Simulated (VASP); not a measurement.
Input of a VASP 6.6.1 run:

File INCAR:

```
SYSTEM = TiSi2
ALGO = Normal
EDIFF = 1E-6
ENCUT = 520
GGA = PE
ISIF = 2
ISMEAR = -1
LASPH = .TRUE.
LCHARG = .FALSE.
LREAL = .FALSE.
LWAVE = .FALSE.
NBANDS = 17
NELM = 100
PREC = Accurate
SIGMA = 0.05
```

File KPOINTS:

```
k-points
0
G
  7 7 10
  0 0 0
```

The input POSCAR:

```
TiSi2
1.0
    4.3830185583      0.0000000000      0.0000000000
   -2.1915092792      3.7958054168      0.0000000000
    0.0000000000      0.0000000000      2.5496577700
Ti Si
1 2
Direct
    0.0000000000      0.0000000000      0.0000000000
    0.3333333333      0.6666666667      0.5000000000
    0.6666666667      0.3333333333      0.5000000000
```

Potentials or basis: VASP PAW PBE potentials, release 64 (Ti_sv, Si).

The run is started by

```bash
$ cat potpaw_PBE.64/Ti_sv/POTCAR potpaw_PBE.64/Si/POTCAR > POTCAR
$ mpirun -np 1 vasp_std > vasp.out
```

Task: Estimate the band gap on the k mesh.

Result: Zero (band 10 reaches 11.32 eV, above the bottom of band 11 at 8.65 eV).

Task: Predict the pressure.

Result: -0.1 GPa.
